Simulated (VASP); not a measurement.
# Ti3Al (P-6m2) in VASP: notebook

Ti3Al is run at these levels: PBE; tasks: single point.

Everything below comes from runs of VASP 6.6.1. Logs are shortened: lines on timing, memory, paths and dates and some standing lists are left out, and cuts for length are marked.

### 1 The cell of the first run

It takes space group P-6m2 (No. 187, hexagonal). The conventional cell has a = 3.012 Å, b = 3.012 Å, c = 8.732 Å, α = 90.00°, β = 90.00°, γ = 120.00°. Within 3.5 Å of Ti (site symmetry -6m2) lie 12 Ti at 2.68 to 3.01 Å. Within 3.5 Å of Ti (site symmetry 3m) lie 9 Ti at 2.68 to 3.01 Å and 3 Al at 2.91 Å. Within 3.8 Å of Al (site symmetry -6m2) lie 6 Ti at 2.91 Å and 6 Al at 3.01 Å.

### 2 Single point, PBE

INCAR

```
  PREC = Accurate
  ENCUT = 520
  EDIFF = 1E-6
  ISMEAR = 0
  SIGMA = 0.15
  LREAL = False
  LASPH = True
  NELM = 100
  ALGO = Fast
  ISIF = 2
  LWAVE = False
  LCHARG = False
  GGA = PE
  NBANDS = 28
```

KPOINTS

```
Automatic mesh
0
Gamma
  15 15 6
```

POSCAR

```
Ti3Al
1.0
    3.0123075325      0.0000000000      0.0000000000
   -1.5061537662      2.6087348472      0.0000000000
    0.0000000000      0.0000000000      8.7323783060
Ti Al
3 1
Direct
    0.6666666667      0.3333333333      0.0000000000
    0.3333333333      0.6666666667      0.7667062293
    0.3333333333      0.6666666667      0.2332937707
    0.6666666667      0.3333333333      0.5000000000
```

Potentials or basis: VASP PAW PBE potentials, release 64 (Ti_sv, Al).

The run is started by

```
cat potpaw_PBE.64/Ti_sv/POTCAR potpaw_PBE.64/Al/POTCAR > POTCAR
mpirun -np 1 vasp_std > vasp.out
```

OUTCAR:

```text
PREC = Accurate
   ENCUT = 520
   EDIFF = 1E-6
   ISMEAR = 0
   LREAL = False
   LASPH = True
   NELM = 100
   ISIF = 2
   GGA = PE

 ion  position               nearest neighbor table
   1  0.667  0.333  0.000-   2 2.68   3 2.68   2 2.68   3 2.68   2 2.68   3 2.68
   2  0.333  0.667  0.767-   1 2.68   1 2.68   1 2.68   4 2.91   4 2.91   4 2.91
   3  0.333  0.667  0.233-   1 2.68   1 2.68   1 2.68   4 2.91   4 2.91   4 2.91
   4  0.667  0.333  0.500-   2 2.91   3 2.91   2 2.91   3 2.91   2 2.91   3 2.91

  LATTYP: Found a hexagonal cell.
 ALAT       =     3.0123075325
 C/A-ratio  =     2.8989000000

  Lattice vectors:

 A1 = (   3.0123075325,   0.0000000000,   0.0000000000)
 A2 = (  -1.5061537662,   2.6087348472,   0.0000000000)
 A3 = (   0.0000000000,   0.0000000000,   8.7323783060)

Analysis of symmetry for initial positions (statically):
=====================================================================
 Subroutine PRICEL returns:
 Original cell was already a primitive cell.

 Routine SETGRP: Setting up the symmetry group for a
 hexagonal supercell.

 Subroutine GETGRP returns: Found 12 space group operations
 (whereof 12 operations were pure point group operations)
 out of a pool of 24 trial point group operations.

The static configuration has the point symmetry D_3h.

Analysis of symmetry for dynamics (positions and initial velocities):
=====================================================================
 Subroutine PRICEL returns:
 Original cell was already a primitive cell.

 Routine SETGRP: Setting up the symmetry group for a
 hexagonal supercell.

 Subroutine GETGRP returns: Found 12 space group operations
 (whereof 12 operations were pure point group operations)
 out of a pool of 24 trial point group operations.

The dynamic configuration has the point symmetry D_3h.

 Subroutine INISYM returns: Found 12 space group operations
 (whereof 12 operations are pure point group operations),
 and found     1 'primitive' translations

----------------------------------------------------------------------------------------

                                     Primitive cell

  volume of cell :      68.6218

  direct lattice vectors                    reciprocal lattice vectors
     3.012307532  0.000000000  0.000000000     0.331971417  0.191663787  0.000000000
[... 88 lines left out ...]
   ENCUT  =  520.0 eV  38.22 Ry    6.18 a.u.   5.60  5.60 16.24*2*pi/ulx,y,z
   NELM   =    100;   NELMIN=  2; NELMDL= -5     # of ELM steps
   EDIFF  = 0.1E-05   stopping-criterion for ELM
   LREAL  =      F    real-space projection
   EDIFFG = 0.1E-04   stopping-criterion for IOM
   NSW    =      0    number of steps for IOM
   IBRION =     -1    ionic relax: 0-MD 1-quasi-New 2-CG
   NFREE  =      0    steps in history (QN), initial steepest desc. (CG)
   ISIF   =      2    stress and relaxation
   ISYM   =      2    0-nonsym 1-usesym 2-fastsym
   POTIM  = 0.5000    time-step for ionic-motion
   TEBEG  =    0.0;   TEEND  =   0.0 temperature during run
   PSTRESS=    0.0 pullay stress
   NELECT =      39.0000    total number of electrons
   NUPDOWN=      -1.0000    fix difference up-down
   EMIN   =  10.00;   EMAX   =-10.00  energy-range for DOS
   EFERMI =   0.00;   METHOD = LEGACY
   ISMEAR =     0;   SIGMA  =   0.15  broadening in eV -4-tet -1-fermi 0-gaus
   EFERMI_NEDOS =   21; number of points for ismear=-14 and -15
   IALGO  =     68    algorithm
   IMIX   =      4    mixing-type and parameters
     AMIX     =   0.40;   BMIX     =  1.00
     AMIX_MAG =   1.60;   BMIX_MAG =  1.00
  volume/ion in A,a.u.               =      17.16       115.77
  Fermi-wavevector in a.u.,A,eV,Ry     =   1.356050  2.562563 25.019375  1.838872
  Thomas-Fermi vector in A             =   2.483086
   LORBIT       =      0    0 simple, 1 ext, 2 COOP (PROOUT), +10 PAW based schemes
   GGA     = PE    functional components
   LHFCALC =     F    Hartree Fock is set to
   AEXX    =    0.0000 exact exchange contribution
   IVDW    =     0    specifies the selected vdW correction
   LEPSILON=     F    determine dielectric tensor
   LRPA    =     F    only Hartree local field effects (RPA)
 non-spin polarized calculation
 RMM-DIIS sequential band-by-band and
 Gauss-broadening in eV      SIGMA  =   0.15
  energy-cutoff  :      520.00
  volume of cell :       68.62
 maximum number of plane-waves:      1882
 NGX is ok and might be reduce to    24

 number of electron      39.0000009 magnetization

 Free energy of the ion-electron system (eV)
  ---------------------------------------------------
  ext. energy  EPLUGINS =         0.00000000
  ---------------------------------------------------
  free energy    TOTEN  =       -27.45589277 eV

  energy without entropy =      -27.41972130  energy(sigma->0) =      -27.43780703

 E-fermi :   7.9375     XC(G=0): -11.1652

 val. band max:        7.9374359275   @ k =   0.3333   0.3333   0.1667
 cond. band min:       7.9375758283   @ k =   0.2000   0.2000   0.5000
 fundamental gap:      0.0001399009
 Fermi energy:         7.9374589866

 k-point     1 :       0.0000    0.0000    0.0000
  band No.  band energies     occupation
      1     -48.7951      2.00000
      2     -48.7364      2.00000
      3     -48.5376      2.00000
      4     -25.4058      2.00000
      5     -25.0844      2.00000
      6     -24.8008      2.00000
[... 733 lines left out ...]
     27      11.0332      0.00000
     28      11.5975      0.00000

 [... further k-points ...]

------------------------ aborting loop because EDIFF is reached ----------------------------------------

  FORCE on cell =-STRESS in cart. coord.  units (eV):
  Direction    XX          YY          ZZ          XY          YZ          ZX
  --------------------------------------------------------------------------------------
  -------------------------------------------------------------------------------------
  Total       -1.0266787     -1.0266787      4.5129255     -0.0000000      0.0000000      0.0000000
  in kB      -23.9708452    -23.9708452    105.3675681     -0.0000000      0.0000000      0.0000000
  external PRESSURE =      19.1419592 kB  Pullay stress =       0.0000000 kB

 VOLUME and BASIS-vectors are now :
 -----------------------------------------------------------------------------
  energy-cutoff  :      520.00
  volume of cell :       68.62
      direct lattice vectors                 reciprocal lattice vectors
     3.012307532  0.000000000  0.000000000     0.331971417  0.191663787  0.000000000
    -1.506153766  2.608734847  0.000000000     0.000000000  0.383327574  0.000000000
     0.000000000  0.000000000  8.732378306     0.000000000  0.000000000  0.114516340

 POSITION                                       TOTAL-FORCE (eV/Angst)
 -----------------------------------------------------------------------------------
      1.50615      0.86958      0.00000         0.000000     -0.000000      0.000000
     -0.00000      1.73916      6.69517        -0.000000      0.000000     -1.366974
     -0.00000      1.73916      2.03721        -0.000000      0.000000      1.366974
      1.50615      0.86958      4.36619        -0.000000      0.000000      0.000000
 -----------------------------------------------------------------------------------
    total drift:                                0.000000     -0.000000      0.000000

  FREE ENERGIE OF THE ION-ELECTRON SYSTEM (eV)
  ---------------------------------------------------
  free  energy   TOTEN  =       -27.4558927699 eV

  energy  without entropy=      -27.4197212997  energy(sigma->0) =      -27.43780703
```

OSZICAR:

```text
N       E                     dE             d eps       ncg     rms          rms(c)
DAV:   1     0.473186439861E+03    0.47319E+03   -0.19637E+04  6048   0.162E+03
DAV:   2     0.279035330304E+02   -0.44528E+03   -0.43666E+03  6124   0.497E+02
DAV:   3    -0.248634195696E+02   -0.52767E+02   -0.51466E+02 10420   0.144E+02
[... 41 lines left out ...]
RMM:  45    -0.274558900036E+02   -0.92270E-06   -0.13568E-05  5982   0.135E-02    0.177E-03
RMM:  46    -0.274558908374E+02   -0.83376E-06   -0.12309E-05  5952   0.129E-02    0.190E-03
RMM:  47    -0.274558915555E+02   -0.71815E-06   -0.10895E-05  5714   0.122E-02    0.219E-03
RMM:  48    -0.274558921996E+02   -0.64405E-06   -0.10055E-05  5539   0.116E-02    0.229E-03
RMM:  49    -0.274558927699E+02   -0.57031E-06   -0.90690E-06  5656   0.111E-02
   1 F= -.27455893E+02 E0= -.27437807E+02  d E =-.361715E-01
```

Wall time 13 min (1 thread of Intel Xeon 6975P-C (Granite Rapids), shared host); peak memory 0.31 GiB.

What came out:

```
Free energy            : -27.4559 eV
Pressure               : 1.9 GPa
Largest force          : 1.367 eV/Å
Band gap on the k mesh : zero (an odd number of electrons rules out a gap without spin polarisation)
```

Forces on the atoms (eV/Å):
```
Ti   0.000  0.000  0.000
Ti   0.000  0.000 -1.367
Ti   0.000  0.000  1.367
Al   0.000  0.000  0.000
```

Levels at points of the mesh, in eV from the Fermi level:
```
           k point  band 18  band 19  band 20  band 21  band 22  band 23
(0.00, 0.00, 0.00)     0.44     0.44     0.47     0.47     1.17     1.17
(0.00, 0.00, 0.50)     0.45     0.45     0.46     0.46     1.19     1.19
```

Caveat: forces of over 1 eV/Å act on the atoms, so gaps and moduli don't describe the material at rest.

### 3 Single point, PBE

This run uses another cell than the first one, of the same volume but with other edges.

INCAR

```
PREC = Accurate
ENCUT = 520
EDIFF = 1E-6
ISMEAR = 0
SIGMA = 0.15
LREAL = F
LASPH = T
NELM = 60
ALGO = Fast
ISIF = 2
LWAVE = F
LCHARG = F
GGA = PE
NBANDS = 28
```

KPOINTS is that of step 2.

POSCAR

```
Ti3Al
1.0
    2.9041494217      0.0000000000      0.0000000000
   -1.4520747109      2.5150671756      0.0000000000
    0.0000000000      0.0000000000      9.3949233792
Ti Al
3 1
Direct
    0.6666666667      0.3333333333      0.0000000000
    0.3333333333      0.6666666667      0.7667062293
    0.3333333333      0.6666666667      0.2332937707
    0.6666666667      0.3333333333      0.5000000000
```

Potentials or basis: VASP PAW PBE potentials, release 64 (Ti_sv, Al).

The run is started by

```
cat potpaw_PBE.64/Ti_sv/POTCAR potpaw_PBE.64/Al/POTCAR > POTCAR
mpirun -np 1 vasp_std > vasp.out
```

Wall time 11 min (1 thread of Intel Xeon 6975P-C (Granite Rapids), shared host); peak memory 0.31 GiB.

The run converged. Its results:

| Quantity | Value |
| --- | --- |
| Free energy | -27.5916 eV |
| Pressure | 1.2 GPa |
| Largest force | 1.181 eV/Å |
| Band gap on the k mesh | zero (an odd number of electrons rules out a gap without spin polarisation) |

Forces on the atoms (eV/Å):
```
Ti   0.000  0.000  0.000
Ti   0.000  0.000 -1.181
Ti   0.000  0.000  1.181
Al   0.000  0.000  0.000
```

Stress tensor (GPa, compression positive):
```
 2.75  0.00  0.00
 0.00  2.75  0.00
 0.00  0.00 -1.76
```

Levels at points of the mesh, in eV from the Fermi level:
```csv
k point,band 18,band 19,band 20,band 21,band 22,band 23
"(0.00, 0.00, 0.00)",0.74,0.74,0.79,0.79,0.79,1.02
"(0.00, 0.00, 0.50)",0.68,0.75,0.75,0.78,0.78,1.03
```

Caveat: forces of over 1 eV/Å act on the atoms, so gaps and moduli don't describe the material at rest.

### 4 Single point, PBE

This run uses another cell than the first one, of the same volume but with other edges.

INCAR

```
SYSTEM = Ti3Al
PREC = Accurate
ENCUT = 520
EDIFF = 1E-6
ISMEAR = 0
SIGMA = 0.15
LREAL = .FALSE.
LASPH = .TRUE.
NELM = 60
ALGO = Fast
ISIF = 2
LWAVE = .FALSE.
LCHARG = .TRUE.
GGA = PE
LELF = .TRUE.
LVHAR = .TRUE.
NBANDS = 28
```

KPOINTS

```
Automatic mesh
0
G
  15 15 6
  0 0 0
```

POSCAR

```
Ti3Al
1.0
    2.8555218141      0.0000000000      0.0000000000
   -1.4277609070      2.4729544320      0.0000000000
    0.0000000000      0.0000000000      9.7176262854
Ti Al
3 1
Direct
    0.6666666667      0.3333333333      0.0000000000
    0.3333333333      0.6666666667      0.7450413502
    0.3333333333      0.6666666667      0.2549586498
    0.6666666667      0.3333333333      0.5000000000
```

Potentials or basis: VASP PAW PBE potentials, release 64 (Ti_sv, Al).

The run is started by

```
cat potpaw_PBE.64/Ti_sv/POTCAR potpaw_PBE.64/Al/POTCAR > POTCAR
mpirun -np 1 vasp_std > vasp.out
```

OUTCAR:

```text
SYSTEM = Ti3Al
   PREC = Accurate
   ENCUT = 520
   EDIFF = 1E-6
   ISMEAR = 0
   LREAL = .FALSE.
   LASPH = .TRUE.
   NELM = 60
   ISIF = 2
   GGA = PE

 ion  position               nearest neighbor table
   1  0.667  0.333  0.000-
   2  0.333  0.667  0.745-   4 2.90   4 2.90   4 2.90
   3  0.333  0.667  0.255-   4 2.90   4 2.90   4 2.90
   4  0.667  0.333  0.500-   2 2.90   3 2.90   2 2.90   3 2.90   2 2.90   3 2.90

  LATTYP: Found a hexagonal cell.
 ALAT       =     2.8555218141
 C/A-ratio  =     3.4030999999

[... 942 lines left out ...]
  Direction    XX          YY          ZZ          XY          YZ          ZX
  --------------------------------------------------------------------------------------
  -------------------------------------------------------------------------------------
  Total        1.0908677      1.0908677     -2.8397049      0.0000000     -0.0000000      0.0000000
  in kB       25.4695266     25.4695266    -66.3012947      0.0000000     -0.0000000      0.0000000
  external PRESSURE =      -5.1207472 kB  Pullay stress =       0.0000000 kB

 VOLUME and BASIS-vectors are now :
 -----------------------------------------------------------------------------
  energy-cutoff  :      520.00
  volume of cell :       68.62
      direct lattice vectors                 reciprocal lattice vectors
     2.855521814  0.000000000  0.000000000     0.350198691  0.202187308  0.000000000
    -1.427760907  2.472954432  0.000000000     0.000000000  0.404374616  0.000000000
     0.000000000  0.000000000  9.717626285     0.000000000  0.000000000  0.102905789

 POSITION                                       TOTAL-FORCE (eV/Angst)
 -----------------------------------------------------------------------------------
      1.42776      0.82432      0.00000        -0.000000     -0.000000      0.000000
     -0.00000      1.64864      7.24003         0.000000     -0.000000      0.107848
     -0.00000      1.64864      2.47759         0.000000     -0.000000     -0.107848
      1.42776      0.82432      4.85881         0.000000      0.000000      0.000000
 -----------------------------------------------------------------------------------
    total drift:                                0.000000     -0.000000      0.000000

  FREE ENERGIE OF THE ION-ELECTRON SYSTEM (eV)
  ---------------------------------------------------
  free  energy   TOTEN  =       -27.6762191393 eV

  energy  without entropy=      -27.6240204988  energy(sigma->0) =      -27.65011982
```

Wall time 14 min (1 thread of Intel Xeon 6975P-C (Granite Rapids), shared host); peak memory 0.32 GiB.

Results:

```
Free energy            : -27.6762 eV
Pressure               : -0.5 GPa
Largest force          : 0.108 eV/Å
Band gap on the k mesh : zero (an odd number of electrons rules out a gap without spin polarisation)
```

Forces on the atoms (eV/Å):
```
Ti   0.000  0.000  0.000
Ti   0.000  0.000  0.108
Ti   0.000  0.000 -0.108
Al   0.000  0.000  0.000
```

Stress tensor (GPa, compression positive):
```
 2.55  0.00  0.00
 0.00  2.55  0.00
 0.00  0.00 -6.63
```

(Continued in part 2 of 2.)
